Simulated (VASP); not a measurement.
# Mn (Fmmm) in VASP: single point with PBE

Aim: the single point of Mn with PBE.

Everything below comes from runs of VASP 6.6.1. Logs are shortened: lines on timing, memory, paths and dates and some standing lists are left out, and cuts for length are marked.

**1. The cell of the first run**

The structure is orthorhombic, space group Fmmm (No. 69). Conventional cell: a = 2.874 Å, b = 4.978 Å, c = 7.835 Å, α = 90.00°, β = 90.00°, γ = 90.00°. Mn (site symmetry m2m) has 3 Mn at 1.66 Å within 2.2 Å.

**2. Single point, PBE, collinear spin, ferromagnetic start**

File INCAR:

```
SYSTEM = Mn
PREC = Accurate ; ENCUT = 520
EDIFF = 1E-6 ; ISMEAR = 0
SIGMA = 0.1 ; LREAL = .FALSE.
LASPH = .TRUE. ; NELM = 150
ALGO = Normal ; ISIF = 2
LWAVE = .FALSE. ; LCHARG = .FALSE.
ISPIN = 2 ; MAGMOM = 4 4
LORBIT = 11 ; LMAXMIX = 4
GGA = PE ; NBANDS = 24
```

File KPOINTS:

```
regular mesh
0
G
  8 8 8
  0 0 0
```

File POSCAR:

```
Mn
1.0
    0.0000000000      2.4889102802      3.9176641364
    1.4369449102      0.0000000000      3.9176641364
    1.4369449102      2.4889102802      0.0000000000
Mn
2
Direct
    0.1666700000      0.8333300000      0.1666700000
    0.8333300000      0.1666700000      0.8333300000
```

Potentials or basis: VASP PAW PBE potentials, release 64 (Mn_pv).

On the command line:

```
$ cat potpaw_PBE.64/Mn_pv/POTCAR > POTCAR
$ mpirun -np 1 vasp_std > vasp.out
```

OUTCAR:

```text
SYSTEM = Mn
   PREC = Accurate
   ENCUT = 520
   EDIFF = 1E-6
   ISMEAR = 0
   LREAL = .FALSE.
   LASPH = .TRUE.
   NELM = 150
   ISIF = 2
   ISPIN = 2
   LORBIT = 11
   GGA = PE

 ion  position               nearest neighbor table
   1  0.167  0.833  0.167-   2 1.66   2 1.66   2 1.66
   2  0.833  0.167  0.833-   1 1.66   1 1.66   1 1.66

  LATTYP: Found a face centered orthorhombic cell.
 ALAT       =     2.8738898204
 B/A-ratio  =     1.7320846906
 C/A-ratio  =     2.7263843649

  Lattice vectors:

 A1 = (   0.0000000000,   2.4889102802,   3.9176641364)
 A2 = (   1.4369449102,   0.0000000000,   3.9176641364)
 A3 = (   1.4369449102,   2.4889102802,   0.0000000000)

Analysis of symmetry for initial positions (statically):
=====================================================================
 Subroutine PRICEL returns:
 Original cell was already a primitive cell.

 Routine SETGRP: Setting up the symmetry group for a
 face centered orthorhombic supercell.

 Subroutine GETGRP returns: Found  8 space group operations
 (whereof  8 operations were pure point group operations)
 out of a pool of  8 trial point group operations.

The static configuration has the point symmetry D_2h.

Analysis of symmetry for dynamics (positions and initial velocities):
=====================================================================
 Subroutine PRICEL returns:
 Original cell was already a primitive cell.

 Routine SETGRP: Setting up the symmetry group for a
 face centered orthorhombic supercell.

 Subroutine GETGRP returns: Found  8 space group operations
 (whereof  8 operations were pure point group operations)
 out of a pool of  8 trial point group operations.

The dynamic configuration has the point symmetry D_2h.

Analysis of structural, dynamic, and magnetic symmetry:
=====================================================================
 Subroutine PRICEL returns:
 Original cell was already a primitive cell.

 Routine SETGRP: Setting up the symmetry group for a
 face centered orthorhombic supercell.

 Subroutine GETGRP returns: Found  8 space group operations
 (whereof  8 operations were pure point group operations)
 out of a pool of  8 trial point group operations.

The overall configuration has the point symmetry D_2h.

 Subroutine INISYM returns: Found  8 space group operations
 (whereof  8 operations are pure point group operations),
 and found     1 'primitive' translations

----------------------------------------------------------------------------------------

                                     Primitive cell

  volume of cell :      28.0225

  direct lattice vectors                    reciprocal lattice vectors
     0.000000000  2.488910280  3.917664136    -0.347960452  0.200891131  0.127627071
     1.436944910  0.000000000  3.917664136     0.347960452 -0.200891131  0.127627071
     1.436944910  2.488910280  0.000000000     0.347960452  0.200891131 -0.127627071

  length of vectors
     4.641418605  4.172877060  2.873931986     0.421571336  0.421571336  0.421571336

  position of ions in fractional coordinates (direct lattice)
     0.166670000  0.833330000  0.166670000
     0.833330000  0.166670000  0.833330000

  ion indices of the primitive-cell ions
   primitive index   ion index
                 1           1
                 2           2

----------------------------------------------------------------------------------------

 KPOINTS: regular mesh

Automatic generation of k-mesh.
 Grid dimensions read from file:
 generate k-points for:    8    8    8

 Generating k-lattice:

  Cartesian coordinates                     Fractional coordinates (reciprocal lattice)
    -0.043495056  0.025111391  0.015953384     0.125000000  0.000000000  0.000000000
     0.043495056 -0.025111391  0.015953384     0.000000000  0.125000000  0.000000000
     0.043495056  0.025111391 -0.015953384    -0.000000000 -0.000000000  0.125000000

  Length of vectors
     0.052696417  0.052696417  0.052696417

  Shift w.r.t. Gamma in fractional coordinates (k-lattice)
     0.000000000  0.000000000  0.000000000

 Subroutine IBZKPT returns following result:
 ===========================================

 Found     95 irreducible k-points:

 Following reciprocal coordinates:
            Coordinates               Weight
  0.000000  0.000000  0.000000      1.000000
  0.125000  0.000000  0.000000      8.000000
  0.250000  0.000000  0.000000      8.000000
  0.375000 -0.000000 -0.000000      8.000000
  0.500000  0.000000  0.000000      4.000000
  0.125000  0.125000  0.000000      2.000000
[... 16 lines left out ...]
  0.250000  0.000000  0.125000      8.000000
  0.375000 -0.000000  0.125000      8.000000
 [... further k-points ...]
   k-points           NKPTS =     95   k-points in BZ     NKDIM =     95   number of bands    NBANDS=     24
   number of dos      NEDOS =    301   number of ions     NIONS =      2
   total plane-waves  NPLWV =  27648
   dimension x,y,z NGX =    36 NGY =   32 NGZ =   24
   dimension x,y,z NGXF=    72 NGYF=   64 NGZF=   48
   ions per type =               2
   NGX,Y,Z   is equivalent  to a cutoff of  12.89, 12.75, 13.88 a.u.
   NGXF,Y,Z  is equivalent  to a cutoff of  25.79, 25.50, 27.77 a.u.
 SYSTEM =  Mn
   PREC   = accura    normal or accurate (medium, high low for compatibility)
   ISTART =      0    job   : 0-new  1-cont  2-samecut
   ICHARG =      2    charge: 1-file 2-atom 10-const
   ISPIN  =      2    spin polarized calculation?
   LNONCOLLINEAR =      F non collinear calculations
   LSORBIT =      F    spin-orbit coupling
   LASPH  =      T    aspherical Exc in radial PAW
   ENCUT  =  520.0 eV  38.22 Ry    6.18 a.u.   8.63  7.76  5.34*2*pi/ulx,y,z
   NELM   =    150;   NELMIN=  2; NELMDL= -5     # of ELM steps
   EDIFF  = 0.1E-05   stopping-criterion for ELM
   LREAL  =      F    real-space projection
   EDIFFG = 0.1E-04   stopping-criterion for IOM
   NSW    =      0    number of steps for IOM
   IBRION =     -1    ionic relax: 0-MD 1-quasi-New 2-CG
   NFREE  =      0    steps in history (QN), initial steepest desc. (CG)
   ISIF   =      2    stress and relaxation
   ISYM   =      2    0-nonsym 1-usesym 2-fastsym
   POTIM  = 0.5000    time-step for ionic-motion
   TEBEG  =    0.0;   TEEND  =   0.0 temperature during run
   PSTRESS=    0.0 pullay stress
   NELECT =      26.0000    total number of electrons
   NUPDOWN=      -1.0000    fix difference up-down
   EMIN   =  10.00;   EMAX   =-10.00  energy-range for DOS
   EFERMI =   0.00;   METHOD = LEGACY
   ISMEAR =     0;   SIGMA  =   0.10  broadening in eV -4-tet -1-fermi 0-gaus
   EFERMI_NEDOS =   21; number of points for ismear=-14 and -15
   IALGO  =     38    algorithm
   IMIX   =      4    mixing-type and parameters
     AMIX     =   0.40;   BMIX     =  1.00
     AMIX_MAG =   1.60;   BMIX_MAG =  1.00
  volume/ion in A,a.u.               =      14.01        94.55
  Fermi-wavevector in a.u.,A,eV,Ry     =   1.596726  3.017375 34.688520  2.549534
  Thomas-Fermi vector in A             =   2.694444
   LORBIT       =     11    0 simple, 1 ext, 2 COOP (PROOUT), +10 PAW based schemes
   GGA     = PE    functional components
   LHFCALC =     F    Hartree Fock is set to
   AEXX    =    0.0000 exact exchange contribution
   IVDW    =     0    specifies the selected vdW correction
   LEPSILON=     F    determine dielectric tensor
   LRPA    =     F    only Hartree local field effects (RPA)
 spin polarized calculation
 Gauss-broadening in eV      SIGMA  =   0.10
  energy-cutoff  :      520.00
  volume of cell :       28.02
 maximum number of plane-waves:       778
   NGX = 17   NGY = 15   NGZ = 11

 number of electron      26.0000004 magnetization       0.0845551

 Free energy of the ion-electron system (eV)
  ---------------------------------------------------
  ext. energy  EPLUGINS =         0.00000000
  ---------------------------------------------------
  free energy    TOTEN  =        -5.55050834 eV

  energy without entropy =       -5.53300441  energy(sigma->0) =       -5.54175638

 E-fermi :   7.2009     XC(G=0): -11.4886

 val. band max:        7.1949581311   @ k =   0.5000   0.0000   0.5000
 cond. band min:       7.2131995796   @ k =   0.5000  -0.2500   0.2500
 fundamental gap:      0.0182414485
 Fermi energy:         7.2008780684

 spin component 1

 k-point     1 :       0.0000    0.0000    0.0000
  band No.  band energies     occupation
      1     -45.1736      1.00000
      2     -45.1629      1.00000
      3     -42.2515      1.00000
      4     -40.1077      1.00000
      5     -39.6549      1.00000
      6     -39.6440      1.00000
[... 16 lines left out ...]
     23      28.8267      0.00000
     24      28.9606      0.00000

 k-point     2 :       0.1250    0.0000    0.0000
  band No.  band energies     occupation
      1     -45.2617      1.00000
      2     -45.0146      1.00000
      3     -42.1826      1.00000
      4     -40.1839      1.00000
      5     -39.7764      1.00000
      6     -39.5204      1.00000
[... 586 lines left out ...]
 k-point    24 :       0.3750   -0.0000    0.1250
  band No.  band energies     occupation
      1     -45.6706      1.00000
      2     -44.1777      1.00000
      3     -41.8155      1.00000
      4     -40.5808      1.00000
      5     -40.5257      1.00000
      6     -38.9304      1.00000
[... 16 lines left out ...]
     23      24.9752      0.00000
     24      28.2287      0.00000

 [... further k-points ...]

 spin component 2

 k-point     1 :       0.0000    0.0000    0.0000
  band No.  band energies     occupation
      1     -45.1272      1.00000
      2     -45.1130      1.00000
      3     -42.2221      1.00000
      4     -40.0778      1.00000
      5     -39.6069      1.00000
      6     -39.5918      1.00000
[... 16 lines left out ...]
     23      28.8441      0.00000
     24      28.9781      0.00000

 k-point     2 :       0.1250    0.0000    0.0000
  band No.  band energies     occupation
      1     -45.2145      1.00000
      2     -44.9655      1.00000
      3     -42.1532      1.00000
      4     -40.1541      1.00000
      5     -39.7254      1.00000
      6     -39.4712      1.00000
[... 586 lines left out ...]
 k-point    24 :       0.3750   -0.0000    0.1250
  band No.  band energies     occupation
      1     -45.6228      1.00000
      2     -44.1293      1.00000
      3     -41.7861      1.00000
      4     -40.5511      1.00000
      5     -40.4759      1.00000
      6     -38.8797      1.00000
[... 16 lines left out ...]
     23      24.9899      0.00000
     24      28.2422      0.00000

 [... further k-points ...]
[... 5 lines left out ...]
  --------------------------------------------------------------------------------------
  -------------------------------------------------------------------------------------
  Total       43.7749132     43.5483552     -0.6504934     -0.0000000      0.0000000      0.0000000
  in kB     2502.8182887   2489.8648985    -37.1917759     -0.0000000      0.0000000      0.0000000
  external PRESSURE =    1651.8304704 kB  Pullay stress =       0.0000000 kB

 VOLUME and BASIS-vectors are now :
 -----------------------------------------------------------------------------
  energy-cutoff  :      520.00
  volume of cell :       28.02
      direct lattice vectors                 reciprocal lattice vectors
     0.000000000  2.488910280  3.917664136    -0.347960452  0.200891131  0.127627071
     1.436944910  0.000000000  3.917664136     0.347960452 -0.200891131  0.127627071
     1.436944910  2.488910280  0.000000000     0.347960452  0.200891131 -0.127627071

 POSITION                                       TOTAL-FORCE (eV/Angst)
 -----------------------------------------------------------------------------------
      1.43694      0.82965      3.91766         0.000000     -0.246555      0.000000
      1.43694      4.14817      3.91766         0.000000      0.246555      0.000000
 -----------------------------------------------------------------------------------
    total drift:                               -0.000000     -0.000000     -0.000000

  FREE ENERGIE OF THE ION-ELECTRON SYSTEM (eV)
  ---------------------------------------------------
  free  energy   TOTEN  =        -5.5505083432 eV

  energy  without entropy=       -5.5330044130  energy(sigma->0) =       -5.54175638

 total charge

# of ion       s       p       d       tot
------------------------------------------
    1        0.514   6.525   6.229  13.268
    2        0.514   6.525   6.229  13.268
--------------------------------------------------
tot          1.028  13.050  12.459  26.536

 magnetization (x)

# of ion       s       p       d       tot
------------------------------------------
    1        0.003   0.005   0.036   0.044
    2        0.003   0.005   0.036   0.044
--------------------------------------------------
tot          0.006   0.010   0.071   0.087
```

It took 3.3 min on 1 thread of Intel Xeon 8259CL, shared host; peak memory 0.24 GiB.

Results:

- Free energy: -5.5505 eV
- Pressure: 165.2 GPa
- Largest force: 0.247 eV/Å
- Net moment: 0.08 μB per cell
- Site moments: Mn +0.04 μB

Forces on the atoms (eV/Å):
```
Mn   0.000 -0.247  0.000
Mn   0.000  0.247  0.000
```

Caveat: atoms lie so close that the PAW spheres overlap strongly, which falsifies energies and pressures; the cell stands under pressure.
